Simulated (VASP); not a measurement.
The system is Ba3B2.

```
CELL_PARAMETERS angstrom
4.75499 0.00000 0.00000
-2.37750 4.11794 0.00000
0.00000 0.00000 5.89783
ATOMIC_POSITIONS crystal
Ba 0.66667 0.33333 0.24227
Ba 0.66667 0.33333 0.75773
Ba 0.00000 0.00000 0.50000
B 0.00000 0.00000 0.00000
B 0.33333 0.66667 0.50000
```

The cell was generated, and may not be a known phase.

| Quantity | Value |
| --- | --- |
| Program | VASP 6.6.1 |
| Task | relaxation of cell and atoms |
| Functional | PBE |
| Potentials or basis | VASP PAW PBE potentials, release 64 (Ba_sv, B) |
| Cutoff | 600 eV |
| k mesh | 6 × 6 × 4 |
| Occupations | gaussian, width 0.1 eV |
| Spin | no spin polarisation |

At the start: pressure 17.3 GPa; volume 23.10 Å³/atom.

Task: How do energy, volume and symmetry change on relaxing?

Result: Over 14 steps the energy falls by 655.9 meV/atom and the volume is 32.93 Å³/atom (+42.6 %); space group P-6m2 (No. 187, to 0.1 Å) before and after.

The path:
| step | energy change (eV) | largest force (eV/Å) | pressure (GPa) | volume (Å³) |
| --- | --- | --- | --- | --- |
| 1 | 0.0000 | 0.6123 | 17.26 | 115.48 |
| 2 | -2.4610 | 0.7533 | -0.47 | 161.60 |
| 3 | -2.4777 | 0.7295 | -1.06 | 165.76 |
| 4 | -2.4620 | 0.6740 | -2.02 | 174.29 |
| 5 | -2.4790 | 0.7083 | -1.47 | 169.07 |
| 6 | -2.8045 | 0.7259 | -1.07 | 165.12 |
| 7 | -3.1298 | 0.6647 | 0.44 | 157.48 |
| 8 | -2.4239 | 0.3433 | 7.05 | 139.11 |
| 9 | -3.1707 | 0.5747 | 1.24 | 154.54 |
| 10 | -3.2501 | 0.3346 | 0.19 | 161.38 |
| 11 | -3.2687 | 0.1843 | -0.43 | 166.72 |
| 12 | -3.2689 | 0.1733 | -0.47 | 167.14 |
| 13 | -3.2793 | 0.0463 | -0.05 | 165.04 |
| 14 | -3.2796 | 0.0221 | 0.03 | 164.66 |

Final structure:
```
CELL_PARAMETERS angstrom
4.68157 0.00000 0.00000
-2.34079 4.05436 0.00000
0.00000 0.00000 8.67513
ATOMIC_POSITIONS crystal
Ba 0.66667 0.33333 0.20289
Ba 0.66667 0.33333 0.79711
Ba 0.00000 0.00000 0.50000
B 0.00000 0.00000 0.00000
B 0.33333 0.66667 0.50000
```

Caveat: the volume moved by over 15 % at a fixed basis, so the end points are rough.
